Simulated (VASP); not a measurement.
# OsRu (P-6m2) in VASP: single point with LDA

Aim: the single point of OsRu with LDA.

Everything below comes from runs of VASP 6.6.1. Logs are shortened: lines on timing, memory, paths and dates and some standing lists are left out, and cuts for length are marked.

## (1) The cell of the first run

Symmetry: P-6m2, No. 187, hexagonal system. Conventional cell: a = 2.727 Å, b = 2.727 Å, c = 4.300 Å, α = 90.00°, β = 90.00°, γ = 120.00°. Ru (site symmetry -6m2) has 6 Os at 2.66 Å and 6 Ru at 2.73 Å within 3.5 Å. Os (site symmetry -6m2) has 6 Ru at 2.66 Å and 6 Os at 2.73 Å within 3.5 Å.

## (2) Single point, LDA

INCAR

```
ALGO     = Normal         # electronic algorithm
EDIFF    = 1E-6           # SCF threshold, eV
ENCUT    = 520            # plane-wave cutoff, eV
GGA      = CA             # functional
ISIF     = 2              # what is computed and relaxed
ISMEAR   = 0              # smearing method
LASPH    = T              # aspherical terms in the spheres
LCHARG   = F              # write CHGCAR
LREAL    = F              # projectors in reciprocal space
LWAVE    = F              # write WAVECAR
NBANDS   = 18             # bands
NELM     = 100            # most SCF steps
PREC     = Accurate       # precision mode
SIGMA    = 0.15           # smearing width, eV
```

KPOINTS

```
k-points
0
Gamma
  9 9 5
```

POSCAR

```
OsRu
1.0
    2.7270100000      0.0000000000      0.0000000000
   -1.3635050000      2.3616600000      0.0000000000
    0.0000000000      0.0000000000      4.3003200000
Ru Os
1 1
Direct
    0.3333330000      0.6666670000      0.0000000000
    0.6666670000      0.3333330000      0.5000000000
```

Potentials or basis: VASP PAW LDA potentials, release 64 (Ru_pv, Os).

Run with:

```console
$ cat potpaw_LDA.64/Ru_pv/POTCAR potpaw_LDA.64/Os/POTCAR > POTCAR
$ mpirun -np 1 vasp_std > vasp.out
```

OUTCAR:

```text
EDIFF = 1E-6
   ENCUT = 520
   GGA = CA
   ISIF = 2
   ISMEAR = 0
   LASPH = T
   LREAL = F
   NELM = 100
   PREC = Accurate

 ion  position               nearest neighbor table
   1  0.333  0.667  0.000-   2 2.66   2 2.66   2 2.66   2 2.66   2 2.66   2 2.66
   2  0.667  0.333  0.500-   1 2.66   1 2.66   1 2.66   1 2.66   1 2.66   1 2.66

  LATTYP: Found a hexagonal cell.
 ALAT       =     2.7270100000
 C/A-ratio  =     1.5769359115

  Lattice vectors:

 A1 = (   2.7270100000,   0.0000000000,   0.0000000000)
 A2 = (  -1.3635050000,   2.3616600000,   0.0000000000)
 A3 = (   0.0000000000,   0.0000000000,   4.3003200000)

Analysis of symmetry for initial positions (statically):
=====================================================================
 Subroutine PRICEL returns:
 Original cell was already a primitive cell.

 Routine SETGRP: Setting up the symmetry group for a
 hexagonal supercell.

 Subroutine GETGRP returns: Found 12 space group operations
 (whereof 12 operations were pure point group operations)
 out of a pool of 24 trial point group operations.

The static configuration has the point symmetry D_3h.

Analysis of symmetry for dynamics (positions and initial velocities):
=====================================================================
 Subroutine PRICEL returns:
 Original cell was already a primitive cell.

 Routine SETGRP: Setting up the symmetry group for a
 hexagonal supercell.

 Subroutine GETGRP returns: Found 12 space group operations
 (whereof 12 operations were pure point group operations)
 out of a pool of 24 trial point group operations.

The dynamic configuration has the point symmetry D_3h.

 Subroutine INISYM returns: Found 12 space group operations
 (whereof 12 operations are pure point group operations),
 and found     1 'primitive' translations

----------------------------------------------------------------------------------------

                                     Primitive cell

  volume of cell :      27.6952

  direct lattice vectors                    reciprocal lattice vectors
     2.727010000  0.000000000  0.000000000     0.366701992  0.211715488  0.000000000
    -1.363505000  2.361660000  0.000000000     0.000000000  0.423430977  0.000000000
     0.000000000  0.000000000  4.300320000     0.000000000  0.000000000  0.232540834

  length of vectors
     2.727010000  2.727010055  4.300320000     0.423430985  0.423430977  0.232540834

  position of ions in fractional coordinates (direct lattice)
     0.333333000  0.666667000  0.000000000
     0.666667000  0.333333000  0.500000000

  ion indices of the primitive-cell ions
   primitive index   ion index
                 1           1
                 2           2

----------------------------------------------------------------------------------------

 KPOINTS: k-points

Automatic generation of k-mesh.
 Grid dimensions read from file:
 generate k-points for:    9    9    5

 Generating k-lattice:

  Cartesian coordinates                     Fractional coordinates (reciprocal lattice)
     0.040744666  0.023523943  0.000000000     0.111111111 -0.000000000  0.000000000
     0.000000000  0.047047886  0.000000000     0.000000000  0.111111111  0.000000000
     0.000000000  0.000000000  0.046508167     0.000000000  0.000000000  0.200000000

  Length of vectors
     0.047047887  0.047047886  0.046508167

  Shift w.r.t. Gamma in fractional coordinates (k-lattice)
     0.000000000  0.000000000  0.000000000

 Subroutine IBZKPT returns following result:
 ===========================================

 Found     36 irreducible k-points:

 Following reciprocal coordinates:
            Coordinates               Weight
  0.000000  0.000000  0.000000      1.000000
  0.111111  0.000000  0.000000      6.000000
  0.222222  0.000000  0.000000      6.000000
  0.333333  0.000000  0.000000      6.000000
  0.444444  0.000000  0.000000      6.000000
  0.111111  0.111111  0.000000      6.000000
[... 16 lines left out ...]
  0.333333  0.222222  0.200000     24.000000
  0.333333  0.333333  0.200000      4.000000
 [... further k-points ...]
   k-points           NKPTS =     36   k-points in BZ     NKDIM =     36   number of bands    NBANDS=     18
   number of dos      NEDOS =    301   number of ions     NIONS =      2
   total plane-waves  NPLWV =  12800
   dimension x,y,z NGX =    20 NGY =   20 NGZ =   32
   dimension x,y,z NGXF=    40 NGYF=   40 NGZF=   64
   ions per type =               1   1
   NGX,Y,Z   is equivalent  to a cutoff of  12.19, 12.19, 12.37 a.u.
   NGXF,Y,Z  is equivalent  to a cutoff of  24.39, 24.39, 24.74 a.u.
 SYSTEM =  unknown system
   PREC   = accura    normal or accurate (medium, high low for compatibility)
   ISTART =      0    job   : 0-new  1-cont  2-samecut
   ICHARG =      2    charge: 1-file 2-atom 10-const
   ISPIN  =      1    spin polarized calculation?
   LNONCOLLINEAR =      F non collinear calculations
   LSORBIT =      F    spin-orbit coupling
   LASPH  =      T    aspherical Exc in radial PAW
   ENCUT  =  520.0 eV  38.22 Ry    6.18 a.u.   5.07  5.07  8.00*2*pi/ulx,y,z
   NELM   =    100;   NELMIN=  2; NELMDL= -5     # of ELM steps
   EDIFF  = 0.1E-05   stopping-criterion for ELM
   LREAL  =      F    real-space projection
   EDIFFG = 0.1E-04   stopping-criterion for IOM
   NSW    =      0    number of steps for IOM
   IBRION =     -1    ionic relax: 0-MD 1-quasi-New 2-CG
   NFREE  =      0    steps in history (QN), initial steepest desc. (CG)
   ISIF   =      2    stress and relaxation
   ISYM   =      2    0-nonsym 1-usesym 2-fastsym
   POTIM  = 0.5000    time-step for ionic-motion
   TEBEG  =    0.0;   TEEND  =   0.0 temperature during run
   PSTRESS=    0.0 pullay stress
   NELECT =      22.0000    total number of electrons
   NUPDOWN=      -1.0000    fix difference up-down
   EMIN   =  10.00;   EMAX   =-10.00  energy-range for DOS
   EFERMI =   0.00;   METHOD = LEGACY
   ISMEAR =     0;   SIGMA  =   0.15  broadening in eV -4-tet -1-fermi 0-gaus
   EFERMI_NEDOS =   21; number of points for ismear=-14 and -15
   IALGO  =     38    algorithm
   IMIX   =      4    mixing-type and parameters
     AMIX     =   0.40;   BMIX     =  1.00
     AMIX_MAG =   1.60;   BMIX_MAG =  1.00
  volume/ion in A,a.u.               =      13.85        93.45
  Fermi-wavevector in a.u.,A,eV,Ry     =   1.516168  2.865143 31.276617  2.298767
  Thomas-Fermi vector in A             =   2.625594
   LORBIT       =      0    0 simple, 1 ext, 2 COOP (PROOUT), +10 PAW based schemes
   GGA     = CA    functional components
   LHFCALC =     F    Hartree Fock is set to
   AEXX    =    0.0000 exact exchange contribution
   IVDW    =     0    specifies the selected vdW correction
   LEPSILON=     F    determine dielectric tensor
   LRPA    =     F    only Hartree local field effects (RPA)
 non-spin polarized calculation
 Gauss-broadening in eV      SIGMA  =   0.15
  energy-cutoff  :      520.00
  volume of cell :       27.70
 maximum number of plane-waves:       760
   NGX = 11   NGY = 11   NGZ = 15

 number of electron      22.0000006 magnetization

 Free energy of the ion-electron system (eV)
  ---------------------------------------------------
  ext. energy  EPLUGINS =         0.00000000
  ---------------------------------------------------
  free energy    TOTEN  =       -23.37619513 eV

  energy without entropy =      -23.35919278  energy(sigma->0) =      -23.36769396

 E-fermi :  11.0113     XC(G=0): -14.2528

 val. band max:       10.9968774606   @ k =   0.1111   0.0000   0.4000
 cond. band min:      11.0467109085   @ k =   0.1111   0.1111   0.4000
 fundamental gap:      0.0498334479
 Fermi energy:        11.0112816371

 k-point     1 :       0.0000    0.0000    0.0000
  band No.  band energies     occupation
      1     -32.0468      2.00000
      2     -31.5870      2.00000
      3     -31.5870      2.00000
      4       1.2579      2.00000
      5       4.1597      2.00000
      6       8.0906      2.00000
[... 10 lines left out ...]
     17      20.8669      0.00000
     18      25.4604      0.00000

 k-point     2 :       0.1111    0.0000    0.0000
  band No.  band energies     occupation
      1     -32.0370      2.00000
      2     -31.6715      2.00000
      3     -31.6066      2.00000
      4       1.7447      2.00000
      5       4.5159      2.00000
      6       7.4525      2.00000
[... 10 lines left out ...]
     17      20.8626      0.00000
     18      26.3120      0.00000

 k-point     3 :       0.2222    0.0000    0.0000
  band No.  band energies     occupation
      1     -32.0121      2.00000
      2     -31.8819      2.00000
      3     -31.6561      2.00000
      4       2.9853      2.00000
      5       5.1182      2.00000
      6       6.9112      2.00000
[... 10 lines left out ...]
     17      20.8558      0.00000
     18      25.9028      0.00000

 k-point     4 :       0.3333    0.0000    0.0000
  band No.  band energies     occupation
      1     -32.1156      2.00000
      2     -31.9837      2.00000
      3     -31.7119      2.00000
      4       4.0672      2.00000
      5       5.0070      2.00000
      6       5.8123      2.00000
[... 10 lines left out ...]
     17      20.8519      0.00000
     18      22.0899      0.00000

 k-point     5 :       0.4444    0.0000    0.0000
  band No.  band energies     occupation
      1     -32.2650      2.00000
      2     -31.9650      2.00000
      3     -31.7480      2.00000
      4       4.0920      2.00000
      5       4.9832      2.00000
      6       5.0915      2.00000
[... 10 lines left out ...]
     17      20.8699      0.00000
     18      22.3934      0.00000

 k-point     6 :       0.1111    0.1111    0.0000
  band No.  band energies     occupation
      1     -32.0197      2.00000
      2     -31.8113      2.00000
      3     -31.6488      2.00000
      4       2.6328      2.00000
      5       5.0829      2.00000
      6       6.8190      2.00000
[... 307 lines left out ...]
 k-point    21 :       0.4444    0.1111    0.2000
  band No.  band energies     occupation
      1     -32.2569      2.00000
      2     -31.9583      2.00000
      3     -31.8061      2.00000
      4       4.2216      2.00000
      5       4.8668      2.00000
      6       6.2171      2.00000
[... 10 lines left out ...]
     17      20.8485      0.00000
     18      22.2898      0.00000

 k-point    22 :       0.2222    0.2222    0.2000
  band No.  band energies     occupation
      1     -32.1254      2.00000
      2     -31.9707      2.00000
      3     -31.8302      2.00000
      4       5.1593      2.00000
      5       5.3254      2.00000
      6       6.0926      2.00000
[... 10 lines left out ...]
     17      21.1718      0.00000
     18      22.9921      0.00000

 k-point    23 :       0.3333    0.2222    0.2000
  band No.  band energies     occupation
      1     -32.1778      2.00000
      2     -31.9547      2.00000
      3     -31.9219      2.00000
      4       4.9116      2.00000
      5       5.7130      2.00000
      6       6.0397      2.00000
[... 10 lines left out ...]
     17      20.8477      0.00000
     18      21.6180      0.00000

 k-point    24 :       0.3333    0.3333    0.2000
  band No.  band energies     occupation
      1     -32.0787      2.00000
      2     -32.0728      2.00000
      3     -31.9491      2.00000
      4       5.2388      2.00000
      5       5.9401      2.00000
      6       6.0009      2.00000
[... 10 lines left out ...]
     17      20.8500      0.00000
     18      23.0854      0.00000

 [... further k-points ...]
[... 5 lines left out ...]
  --------------------------------------------------------------------------------------
  -------------------------------------------------------------------------------------
  Total       -2.0999215     -2.0999216     -1.9109981      0.0000000      0.0000000      0.0000000
  in kB     -121.4811121   -121.4811186   -110.5518349      0.0000000      0.0000000      0.0000000
  external PRESSURE =    -117.8380219 kB  Pullay stress =       0.0000000 kB

 VOLUME and BASIS-vectors are now :
 -----------------------------------------------------------------------------
  energy-cutoff  :      520.00
  volume of cell :       27.70
      direct lattice vectors                 reciprocal lattice vectors
     2.727010000  0.000000000  0.000000000     0.366701992  0.211715488  0.000000000
    -1.363505000  2.361660000  0.000000000     0.000000000  0.423430977  0.000000000
     0.000000000  0.000000000  4.300320000     0.000000000  0.000000000  0.232540834

 POSITION                                       TOTAL-FORCE (eV/Angst)
 -----------------------------------------------------------------------------------
     -0.00000      1.57444      0.00000        -0.000000      0.000000      0.000000
      1.36351      0.78722      2.15016         0.000000     -0.000000      0.000000
 -----------------------------------------------------------------------------------
    total drift:                                0.001210     -0.000698      0.000000

  FREE ENERGIE OF THE ION-ELECTRON SYSTEM (eV)
  ---------------------------------------------------
  free  energy   TOTEN  =       -23.3761951301 eV

  energy  without entropy=      -23.3591927800  energy(sigma->0) =      -23.36769396
```

Wall time 7.5 s (1 thread of Intel Xeon 6975P-C (Granite Rapids), shared host); peak memory 0.14 GiB.

What came out:

- Free energy: -23.3762 eV
- Pressure: -11.8 GPa
- Band gap on the k mesh: zero (band 11 reaches 12.37 eV, above the bottom of band 12 at 9.24 eV)

Caveat: spin-orbit coupling is left out, which moves the levels of the heavy elements.
